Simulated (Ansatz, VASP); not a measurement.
**Two plane-wave programs on Rb**

```
Rb
1.0
    -2.69045    2.69045    2.69045
     2.69045   -2.69045    2.69045
     2.69045    2.69045   -2.69045
Rb
1
Direct
  0.00000 0.00000 0.00000
```

Alike in both runs: functional LDA; k mesh 12 × 12 × 12; occupations gaussian, width 0.1 eV; no spin polarisation.

Ansatz relaxed the structure, and its values are those at the end. VASP's run is a single point on that final structure, the one shown.

```csv
,VASP,Ansatz
version,VASP 6.6.1,Ansatz 0.2.0
potentials or method,"VASP PAW LDA potentials, release 64 (Rb_sv), cutoff 520 eV","scalar-relativistic, plane waves, PAW"
valence electrons in the cell,9,9
```

|  | VASP | Ansatz | Ansatz less VASP |
| --- | --- | --- | --- |
| gap on the k mesh at the Fermi level (eV) | none | none | - |
| pressure (GPa) | 0.0 | 0.0 | 0.00 |

LDA's correlation is that of Perdew and Zunger in VASP and of Perdew and Wang (1992) in Ansatz. A gap of «none» marks a metal or a gap that the smearing closes.
